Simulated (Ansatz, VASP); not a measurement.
## One calculation of Ni3O4, two programs

```
CELL_PARAMETERS angstrom
2.92423 -3.92382 0.00000
2.92423 3.92382 0.00000
0.00000 0.00000 2.84726
ATOMIC_POSITIONS crystal
Ni 0.50000 0.00000 0.50000
Ni 0.00000 0.50000 0.50000
Ni 0.00000 0.00000 0.00000
O 0.78789 0.78789 0.50000
O 0.21211 0.21211 0.50000
O 0.23716 0.76284 0.00000
O 0.76284 0.23716 0.00000
```

Alike in both runs: task single point; functional PBEsol; k mesh 8 × 8 × 14; occupations gaussian, width 0.15 eV; no spin polarisation.

|  | VASP | Ansatz |
| --- | --- | --- |
| version | VASP 6.6.1 | Ansatz 0.2.0 |
| potentials or method | VASP PAW PBE potentials, release 64 (Ni, O), cutoff 520 eV | scalar-relativistic, plane waves, PAW |
| valence electrons in the cell | 54 | 78 |

Ansatz gave:

| Property | Result |
| --- | --- |
| gap on the k mesh at the Fermi level (eV) | none |
| pressure (GPa) | 0.0 |
| traceless stress, the component that is largest in VASP (GPa) | 0.03 |
| rms of the force components (eV/Å) | 0.004 |

**Question.** Estimate VASP's values.

**Answer.** gap on the k mesh at the Fermi level (eV): none; pressure (GPa): 0.3; traceless stress, the component that is largest in VASP (GPa): -0.11; rms of the force components (eV/Å): 0.024.

VASP's potentials were made for PBE, not for PBEsol. Atom by atom the forces differ by 0.020 eV/Å (rms over components). A gap of «none» marks a metal or a gap that the smearing closes. VASP's potentials hold 54 valence electrons a cell and Ansatz's 78, so a difference there can come from the potentials and not from the codes.
